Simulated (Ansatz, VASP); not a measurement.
**One calculation of ZnSe3, two programs**

File INCAR:

```
SYSTEM = ZnSe3
ALGO     = Normal         ! electronic algorithm
EDIFF    = 1E-7           ! SCF threshold, eV
EDIFFG   = -0.04          ! ionic threshold
ENCUT    = 500            ! plane-wave cutoff, eV
GGA      = PE             ! functional
GGA_COMPAT= .FALSE.      
IBRION   = 2              ! ionic algorithm
ISIF     = 3              ! what is computed and relaxed
ISMEAR   = 0              ! smearing method
LASPH    = .TRUE.         ! aspherical terms in the spheres
LCHARG   = .FALSE.        ! write CHGCAR
LREAL    = .FALSE.        ! projectors in reciprocal space
LWAVE    = .FALSE.        ! write WAVECAR
NELM     = 120            ! most SCF steps
NELMIN   = 4            
NSW      = 90             ! ionic steps
PREC     = Accurate       ! precision mode
SIGMA    = 0.1            ! smearing width, eV
```

KPOINTS

```
k-points
0
G
  4 4 4
  0 0 0
```

POSCAR

```
ZnSe3
1.0
    2.3870164300     -3.6888615700      0.0000000000
    2.3870164300      3.6888615700      0.0000000000
    0.0000000000      0.0000000000      6.0447182300
Zn Se
1 3
Direct
    0.5000000000      0.5000000000      0.5000000000
    0.2482707900      0.7517292100      0.5000000000
    0.7517292100      0.2482707900      0.5000000000
    0.0000000000      0.0000000000      0.5000000000
```

Input for Ansatz:

```yaml
crystal:
  lattice:
    - [2.38701643, -3.68886157, 0.0]
    - [2.38701643, 3.68886157, 0.0]
    - [0.0, 0.0, 6.04471823]
  atoms:
    - { symbol: Zn, position: [0.5, 0.5, 0.5] }
    - { symbol: Se, position: [0.24827079, 0.75172921, 0.5] }
    - { symbol: Se, position: [0.75172921, 0.24827079, 0.5] }
    - { symbol: Se, position: [0.0, 0.0, 0.5] }
basis:
  ecutwfc: 420
kpoints:
  mp_grid: { grid: [4, 4, 4] }
hamiltonian:
  xc: pbe
scf:
  occupations: { method: gaussian, width: 0.1 }
  lower_state_search: "off"
output:
  forces: true
  stress: true
  eigenvalues: true
relax:
  adjacent_minimum: "off"
  f_tol: 0.04
  max_steps: 70
  cell: { stress_tol: 0.4 }
```

Alike in both runs: task relaxation of cell and atoms; functional PBE; k mesh 4 × 4 × 4; occupations gaussian, width 0.1 eV; no spin polarisation.

```csv
,VASP,Ansatz
version,VASP 6.6.1,Ansatz 0.2.0
potentials or method,"VASP PAW PBE potentials, release 64 (Zn, Se), cutoff 500 eV","scalar-relativistic, plane waves, PAW"
valence electrons in the cell,30,60
```

```csv
,VASP,Ansatz,Ansatz less VASP
"gap on the k mesh at the Fermi level, each at its own relaxed structure (eV)",none,none,-
relaxed volume (Å³/atom),34.37,24.46,-9.912
relaxed cell length with the largest relative difference (Å),5.155,3.603,-1.5513
```

A gap of «none» marks a metal or a gap that the smearing closes. One of these differences is far larger than is usual between the two programs; its cause wasn't traced. VASP's potentials hold 30 valence electrons a cell and Ansatz's 60, so a difference there can come from the potentials and not from the codes.

The k mesh is coarse, so the values compare programs but aren't converged. Noted on VASP's run: the volume moved by over 15 % at a fixed basis, so the end points are rough.
